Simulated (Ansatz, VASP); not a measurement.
## Si3Sn: VASP beside Ansatz

File INCAR:

```
SYSTEM = Si3Sn
  PREC = Accurate
  ENCUT = 500
  EDIFF = 1E-7
  ISMEAR = -1
  SIGMA = 0.15
  LREAL = .FALSE.
  LASPH = .TRUE.
  NELM = 120
  ALGO = Normal
  ISIF = 3
  LWAVE = .FALSE.
  LCHARG = .FALSE.
  GGA = PE
  IBRION = 2
  NSW = 80
  EDIFFG = -0.001
  GGA_COMPAT = .FALSE.
  NELMIN = 4
```

File KPOINTS:

```
regular mesh
0
G
  12 12 12
  0 0 0
```

POSCAR

```
Si3Sn
1.0
    4.1962577408      0.0000000000      0.0000000000
    0.0000000000      4.1962577408      0.0000000000
    0.0000000000      0.0000000000      4.1962577408
Si Sn
3 1
Direct
    0.0000000000      0.5000000000      0.5000000000
    0.5000000000      0.0000000000      0.5000000000
    0.5000000000      0.5000000000      0.0000000000
    0.0000000000      0.0000000000      0.0000000000
```

Input for Ansatz:

```yaml
crystal:
  lattice:
    - [4.1962577408, 0.0, 0.0]
    - [0.0, 4.1962577408, 0.0]
    - [0.0, 0.0, 4.1962577408]
  atoms:
    - { symbol: Si, position: [0.0, 0.5, 0.5] }
    - { symbol: Si, position: [0.5, 0.0, 0.5] }
    - { symbol: Si, position: [0.5, 0.5, 0.0] }
    - { symbol: Sn, position: [0.0, 0.0, 0.0] }
basis:
  ecutwfc: 420
kpoints:
  mp_grid: { grid: [12, 12, 12] }
hamiltonian:
  xc: pbe
scf:
  occupations: { method: fermi_dirac, width: 0.15 }
output:
  forces: true
  stress: true
  eigenvalues: true
relax:
  adjacent_minimum: "off"
  f_tol: 0.001
  max_steps: 60
  cell: { stress_tol: 0.01 }
```

Alike in both runs: task relaxation of cell and atoms; functional PBE; k mesh 12 × 12 × 12; occupations fermi-dirac, width 0.15 eV; no spin polarisation.

|  | VASP | Ansatz |
| --- | --- | --- |
| version | VASP 6.6.1 | Ansatz 0.2.0 |
| potentials or method | VASP PAW PBE potentials, release 64 (Si, Sn_d), cutoff 500 eV | scalar-relativistic, plane waves, PAW |
| valence electrons in the cell | 26 | 26 |

VASP gave:

| Item | Value |
| --- | --- |
| gap on the k mesh at the Fermi level, each at its own relaxed structure (eV) | none |
| relaxed volume (Å³/atom) | 18.53 |
| relaxed cell length with the largest relative difference (Å) | 4.201 |

Problem. Estimate Ansatz's values.

Solution. gap on the k mesh at the Fermi level, each at its own relaxed structure (eV): none; relaxed volume (Å³/atom): 18.54; relaxed cell length with the largest relative difference (Å): 4.201.

A gap of «none» marks a metal or a gap that the smearing closes.
